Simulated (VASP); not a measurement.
# Na (P6_3/mmc) in VASP: a series of runs

The runs below take Na through single point, with LDA.

Everything below comes from runs of VASP 6.6.1. Logs are shortened: lines on timing, memory, paths and dates and some standing lists are left out, and cuts for length are marked.

### 1 The cell of the first run

The structure is hexagonal, space group P6_3/mmc (No. 194). Conventional cell: a = 3.805 Å, b = 3.805 Å, c = 6.154 Å, α = 90.00°, β = 90.00°, γ = 120.00°. Within 5.0 Å of Na (site symmetry -6m2) lie 12 Na at 3.78 to 3.80 Å.

### 2 Single point, LDA (equal xx and yy strain of +1 %)

INCAR reads:

```
ALGO = Normal
EDIFF = 1E-6
ENCUT = 520
ISIF = 2
ISMEAR = -1
LASPH = True
LCHARG = False
LREAL = False
LWAVE = False
NBANDS = 14
NELM = 80
PREC = Accurate
SIGMA = 0.05
```

KPOINTS reads:

```
k-points
0
Gamma
  11 11 6
```

POSCAR reads:

```
Na
1.0
    3.8046710076      0.0000000000      0.0000000000
   -1.9023355038      3.2949417456      0.0000000000
    0.0000000000      0.0000000000      6.1540000000
Na
2
Direct
    0.3333333333      0.6666666667      0.2500000000
    0.6666666667      0.3333333333      0.7500000000
```

Potentials or basis: VASP PAW LDA potentials, release 64 (Na_pv).

Run with:

```console
$ cat potpaw_LDA.64/Na_pv/POTCAR > POTCAR
$ mpirun -np 1 vasp_std > vasp.out
```

OUTCAR:

```text
EDIFF = 1E-6
   ENCUT = 520
   ISIF = 2
   ISMEAR = -1
   LASPH = True
   LREAL = False
   NELM = 80
   PREC = Accurate

 ion  position               nearest neighbor table
   1  0.333  0.667  0.250-
   2  0.667  0.333  0.750-

  LATTYP: Found a hexagonal cell.
 ALAT       =     3.8046710076
 C/A-ratio  =     1.6174854508

  Lattice vectors:

 A1 = (   3.8046710076,   0.0000000000,   0.0000000000)
 A2 = (  -1.9023355038,   3.2949417456,   0.0000000000)
 A3 = (   0.0000000000,   0.0000000000,   6.1540000000)

Analysis of symmetry for initial positions (statically):
=====================================================================
 Subroutine PRICEL returns:
 Original cell was already a primitive cell.

 Routine SETGRP: Setting up the symmetry group for a
 hexagonal supercell.

 Subroutine GETGRP returns: Found 24 space group operations
 (whereof 12 operations were pure point group operations)
 out of a pool of 24 trial point group operations.

The static configuration has the point symmetry D_3d.
 The point group associated with its full space group is D_6h.

Analysis of symmetry for dynamics (positions and initial velocities):
=====================================================================
 Subroutine PRICEL returns:
 Original cell was already a primitive cell.

 Routine SETGRP: Setting up the symmetry group for a
 hexagonal supercell.

 Subroutine GETGRP returns: Found 24 space group operations
 (whereof 12 operations were pure point group operations)
 out of a pool of 24 trial point group operations.

The dynamic configuration has the point symmetry D_3d.
 The point group associated with its full space group is D_6h.

 Subroutine INISYM returns: Found 24 space group operations
 (whereof 12 operations are pure point group operations),
 and found     1 'primitive' translations

----------------------------------------------------------------------------------------

                                     Primitive cell

  volume of cell :      77.1476

  direct lattice vectors                    reciprocal lattice vectors
     3.804671008  0.000000000  0.000000000     0.262834815  0.151747751  0.000000000
    -1.902335504  3.294941746  0.000000000     0.000000000  0.303495502  0.000000000
     0.000000000  0.000000000  6.154000000     0.000000000  0.000000000  0.162495938

  length of vectors
     3.804671008  3.804671008  6.154000000     0.303495502  0.303495502  0.162495938

  position of ions in fractional coordinates (direct lattice)
     0.333333333  0.666666667  0.250000000
     0.666666667  0.333333333  0.750000000

  ion indices of the primitive-cell ions
   primitive index   ion index
                 1           1
                 2           2

----------------------------------------------------------------------------------------

 KPOINTS: k-points

Automatic generation of k-mesh.
 Grid dimensions read from file:
 generate k-points for:   11   11    6

 Generating k-lattice:

  Cartesian coordinates                     Fractional coordinates (reciprocal lattice)
     0.023894074  0.013795250  0.000000000     0.090909091 -0.000000000  0.000000000
     0.000000000  0.027590500  0.000000000     0.000000000  0.090909091  0.000000000
     0.000000000  0.000000000  0.027082656     0.000000000  0.000000000  0.166666667

  Length of vectors
     0.027590500  0.027590500  0.027082656

  Shift w.r.t. Gamma in fractional coordinates (k-lattice)
     0.000000000  0.000000000  0.000000000

 Subroutine IBZKPT returns following result:
 ===========================================

 Found     64 irreducible k-points:

 Following reciprocal coordinates:
            Coordinates               Weight
  0.000000  0.000000  0.000000      1.000000
  0.090909  0.000000  0.000000      6.000000
  0.181818 -0.000000  0.000000      6.000000
  0.272727 -0.000000  0.000000      6.000000
  0.363636  0.000000  0.000000      6.000000
  0.454545 -0.000000  0.000000      6.000000
[... 16 lines left out ...]
  0.090909  0.090909  0.166667     12.000000
  0.181818  0.090909  0.166667     24.000000
 [... further k-points ...]
   k-points           NKPTS =     64   k-points in BZ     NKDIM =     64   number of bands    NBANDS=     14
   number of dos      NEDOS =    301   number of ions     NIONS =      2
   total plane-waves  NPLWV =  37632
   dimension x,y,z NGX =    28 NGY =   28 NGZ =   48
   dimension x,y,z NGXF=    56 NGYF=   56 NGZF=   96
   ions per type =               2
   NGX,Y,Z   is equivalent  to a cutoff of  12.23, 12.23, 12.97 a.u.
   NGXF,Y,Z  is equivalent  to a cutoff of  24.47, 24.47, 25.93 a.u.
 SYSTEM =  unknown system
   PREC   = accura    normal or accurate (medium, high low for compatibility)
   ISTART =      0    job   : 0-new  1-cont  2-samecut
   ICHARG =      2    charge: 1-file 2-atom 10-const
   ISPIN  =      1    spin polarized calculation?
   LNONCOLLINEAR =      F non collinear calculations
   LSORBIT =      F    spin-orbit coupling
   LASPH  =      T    aspherical Exc in radial PAW
   ENCUT  =  520.0 eV  38.22 Ry    6.18 a.u.   7.07  7.07 11.44*2*pi/ulx,y,z
   NELM   =     80;   NELMIN=  2; NELMDL= -5     # of ELM steps
   EDIFF  = 0.1E-05   stopping-criterion for ELM
   LREAL  =      F    real-space projection
   EDIFFG = 0.1E-04   stopping-criterion for IOM
   NSW    =      0    number of steps for IOM
   IBRION =     -1    ionic relax: 0-MD 1-quasi-New 2-CG
   NFREE  =      0    steps in history (QN), initial steepest desc. (CG)
   ISIF   =      2    stress and relaxation
   ISYM   =      2    0-nonsym 1-usesym 2-fastsym
   POTIM  = 0.5000    time-step for ionic-motion
   TEBEG  =    0.0;   TEEND  =   0.0 temperature during run
   PSTRESS=    0.0 pullay stress
   NELECT =      14.0000    total number of electrons
   NUPDOWN=      -1.0000    fix difference up-down
   EMIN   =  10.00;   EMAX   =-10.00  energy-range for DOS
   EFERMI =   0.00;   METHOD = LEGACY
   ISMEAR =    -1;   SIGMA  =   0.05  broadening in eV -4-tet -1-fermi 0-gaus
   EFERMI_NEDOS =   21; number of points for ismear=-14 and -15
   IALGO  =     38    algorithm
   IMIX   =      4    mixing-type and parameters
     AMIX     =   0.40;   BMIX     =  1.00
     AMIX_MAG =   1.60;   BMIX_MAG =  1.00
  volume/ion in A,a.u.               =      38.57       260.31
  Fermi-wavevector in a.u.,A,eV,Ry     =   0.926851  1.751495 11.688130  0.859053
  Thomas-Fermi vector in A             =   2.052858
   LORBIT       =      0    0 simple, 1 ext, 2 COOP (PROOUT), +10 PAW based schemes
   GGA     = CA    functional components
   LHFCALC =     F    Hartree Fock is set to
   AEXX    =    0.0000 exact exchange contribution
   IVDW    =     0    specifies the selected vdW correction
   LEPSILON=     F    determine dielectric tensor
   LRPA    =     F    only Hartree local field effects (RPA)
 non-spin polarized calculation
  energy-cutoff  :      520.00
  volume of cell :       77.15
 maximum number of plane-waves:      2090
   NGX = 15   NGY = 15   NGZ = 23

 number of electron      14.0000017 magnetization

 Free energy of the ion-electron system (eV)
  ---------------------------------------------------
  ext. energy  EPLUGINS =         0.00000000
  ---------------------------------------------------
  free energy    TOTEN  =        -2.87056618 eV

  energy without entropy =       -2.85894857  energy(sigma->0) =       -2.86475738

 E-fermi :   0.0712     XC(G=0):  -6.6172

 val. band max:        0.0672764013   @ k =   0.3636   0.1818   0.0000
 cond. band min:       0.0762339442   @ k =   0.1818  -0.0000   0.1667
 fundamental gap:      0.0089575430
 Fermi energy:         0.0711593472

 k-point     1 :       0.0000    0.0000    0.0000
  band No.  band energies     occupation
      1     -24.9528      2.00000
      2     -24.9263      2.00000
      3     -24.9263      2.00000
      4     -24.9217      2.00000
      5     -24.9217      2.00000
      6     -24.9212      2.00000
      7      -3.1484      2.00000
      8       0.6710      0.00001
      9       0.9842      0.00000
     10       9.7065      0.00000
     11       9.7065      0.00000
     12       9.9386      0.00000
     13       9.9386      0.00000
     14      10.3235      0.00000

 k-point     2 :       0.0909    0.0000    0.0000
  band No.  band energies     occupation
      1     -24.9520      2.00000
      2     -24.9281      2.00000
      3     -24.9269      2.00000
      4     -24.9235      2.00000
      5     -24.9220      2.00000
      6     -24.9215      2.00000
      7      -3.0302      2.00000
      8       0.7761      0.00000
      9       1.1000      0.00000
     10       7.9006      0.00000
     11       8.8421      0.00000
     12       9.3064      0.00000
     13      10.9503      0.00000
     14      11.1325      0.00000

 k-point     3 :       0.1818   -0.0000    0.0000
  band No.  band energies     occupation
      1     -24.9497      2.00000
      2     -24.9329      2.00000
      3     -24.9284      2.00000
      4     -24.9284      2.00000
      5     -24.9228      2.00000
      6     -24.9225      2.00000
      7      -2.6771      2.00000
      8       1.0919      0.00000
      9       1.4423      0.00000
     10       5.9266      0.00000
     11       8.0624      0.00000
     12       8.3081      0.00000
     13       9.3042      0.00000
     14      10.2474      0.00000

 k-point     4 :       0.2727   -0.0000    0.0000
  band No.  band energies     occupation
      1     -24.9463      2.00000
      2     -24.9392      2.00000
      3     -24.9347      2.00000
      4     -24.9304      2.00000
      5     -24.9242      2.00000
      6     -24.9240      2.00000
      7      -2.0939      2.00000
      8       1.6194      0.00000
      9       1.9837      0.00000
     10       4.1397      0.00000
     11       7.2934      0.00000
     12       7.4772      0.00000
     13       7.4906      0.00000
     14       8.9824      0.00000

 k-point     5 :       0.3636    0.0000    0.0000
  band No.  band energies     occupation
      1     -24.9451      2.00000
      2     -24.9425      2.00000
      3     -24.9404      2.00000
      4     -24.9321      2.00000
      5     -24.9265      2.00000
      6     -24.9251      2.00000
      7      -1.2876      2.00000
      8       2.2132      0.00000
      9       2.3605      0.00000
     10       3.0599      0.00000
     11       5.8833      0.00000
[... 276 lines left out ...]
 k-point    22 :       0.4545   -0.0000    0.1667
  band No.  band energies     occupation
      1     -24.9499      2.00000
      2     -24.9452      2.00000
      3     -24.9372      2.00000
      4     -24.9326      2.00000
      5     -24.9281      2.00000
      6     -24.9262      2.00000
      7      -0.1603      1.98066
      8       1.0470      0.00000
      9       2.4274      0.00000
     10       3.5936      0.00000
     11       4.9342      0.00000
     12       5.9886      0.00000
     13       6.9870      0.00000
     14       7.9606      0.00000

 k-point    23 :       0.0909    0.0909    0.1667
  band No.  band energies     occupation
      1     -24.9488      2.00000
      2     -24.9305      2.00000
      3     -24.9291      2.00000
      4     -24.9270      2.00000
      5     -24.9232      2.00000
      6     -24.9230      2.00000
      7      -2.6814      2.00000
      8      -0.0352      1.78688
      9       2.5413      0.00000
     10       6.9235      0.00000
     11       7.2259      0.00000
     12       9.2962      0.00000
     13       9.4236      0.00000
     14       9.9487      0.00000

 k-point    24 :       0.1818    0.0909    0.1667
  band No.  band energies     occupation
      1     -24.9468      2.00000
      2     -24.9353      2.00000
      3     -24.9340      2.00000
      4     -24.9292      2.00000
      5     -24.9247      2.00000
      6     -24.9239      2.00000
      7      -2.2143      2.00000
      8       0.4088      0.00233
      9       2.9543      0.00000
     10       5.1752      0.00000
     11       6.3269      0.00000
     12       7.6508      0.00000
     13       8.7312      0.00000
     14       9.6724      0.00000

 [... further k-points ...]
[... 5 lines left out ...]
  --------------------------------------------------------------------------------------
  -------------------------------------------------------------------------------------
  Total       -0.5069206     -0.5069206     -0.3604598      0.0000000     -0.0000000      0.0000000
  in kB      -10.5275715    -10.5275715     -7.4859172      0.0000000     -0.0000000      0.0000000
  external PRESSURE =      -9.5136867 kB  Pullay stress =       0.0000000 kB

 VOLUME and BASIS-vectors are now :
 -----------------------------------------------------------------------------
  energy-cutoff  :      520.00
  volume of cell :       77.15
      direct lattice vectors                 reciprocal lattice vectors
     3.804671008  0.000000000  0.000000000     0.262834815  0.151747751  0.000000000
    -1.902335504  3.294941746  0.000000000     0.000000000  0.303495502  0.000000000
     0.000000000  0.000000000  6.154000000     0.000000000  0.000000000  0.162495938

 POSITION                                       TOTAL-FORCE (eV/Angst)
 -----------------------------------------------------------------------------------
     -0.00000      2.19663      1.53850        -0.000000      0.000000      0.000000
      1.90234      1.09831      4.61550         0.000000      0.000000      0.000000
 -----------------------------------------------------------------------------------
    total drift:                                0.000000     -0.000000      0.000000

  FREE ENERGIE OF THE ION-ELECTRON SYSTEM (eV)
  ---------------------------------------------------
  free  energy   TOTEN  =        -2.8705661818 eV

  energy  without entropy=       -2.8589485701  energy(sigma->0) =       -2.86475738
```

Wall time 13 s (1 thread of Intel Xeon 6975P-C (Granite Rapids), shared host); peak memory 0.17 GiB.

What came out:

- Free energy: -2.8706 eV
- Pressure: -1.0 GPa
- Band gap on the k mesh: zero (band 7 reaches 1.80 eV, above the bottom of band 8 at -2.13 eV)

Levels at points of the mesh, in eV from the Fermi level:
| k point | band 4 | band 5 | band 6 | band 7 | band 8 | band 9 | band 10 | band 11 |
| --- | --- | --- | --- | --- | --- | --- | --- | --- |
| (0.00, 0.00, 0.00) | -24.99 | -24.99 | -24.99 | -3.22 | 0.60 | 0.91 | 9.64 | 9.64 |
| (0.00, 0.00, 0.50) | -25.00 | -25.00 | -25.00 | -2.20 | -2.20 | 5.46 | 5.46 | 10.22 |

Caveat: the cell differs from its parent crystal (equal xx and yy strain of +1 %).

### 3 Single point, LDA (volume scaled by 1.04)

INCAR reads:

```
SYSTEM = Na
PREC     = Accurate       ! precision mode
ENCUT    = 520            ! plane-wave cutoff, eV
EDIFF    = 1E-6           ! SCF threshold, eV
ISMEAR   = -1             ! smearing method
SIGMA    = 0.05           ! smearing width, eV
LREAL    = .FALSE.        ! projectors in reciprocal space
LASPH    = .TRUE.         ! aspherical terms in the spheres
NELM     = 100            ! most SCF steps
ALGO     = Normal         ! electronic algorithm
ISIF     = 2              ! what is computed and relaxed
LWAVE    = .FALSE.        ! write WAVECAR
LCHARG   = .FALSE.        ! write CHGCAR
NBANDS   = 14             ! bands
```

KPOINTS reads:

```
Automatic mesh
0
G
  11 11 6
  0 0 0
```

POSCAR reads:

```
Na
1.0
    3.8165724849      0.0000000000      0.0000000000
   -1.9082862425      3.3052487273      0.0000000000
    0.0000000000      0.0000000000      6.2349829711
Na
2
Direct
    0.3333333333      0.6666666667      0.2500000000
    0.6666666667      0.3333333333      0.7500000000
```

Potentials or basis: VASP PAW LDA potentials, release 64 (Na_pv).

Run with:

```console
$ cat potpaw_LDA.64/Na_pv/POTCAR > POTCAR
$ mpirun -np 1 vasp_std > vasp.out
```

Run time: 13 s. Hardware: 1 thread of Intel Xeon 6975P-C (Granite Rapids), shared host; peak memory 0.18 GiB.

It converged, with:

| Item | Value |
| --- | --- |
| Free energy | -2.8616 eV |
| Pressure | -1.0 GPa |
| Band gap on the k mesh | zero (band 7 reaches 1.75 eV, above the bottom of band 8 at -2.17 eV) |

Stress tensor (GPa, compression positive):
```
-1.12  0.00  0.00
 0.00 -1.12  0.00
 0.00  0.00 -0.88
```

Levels at points of the mesh, in eV from the Fermi level:
```tsv
k point	band 5	band 6	band 7	band 8	band 9	band 10
(0.00, 0.00, 0.00)	-25.01	-25.01	-3.18	0.56	0.83	9.61
(0.00, 0.00, 0.50)	-25.01	-25.01	-2.19	-2.19	5.29	5.29
```
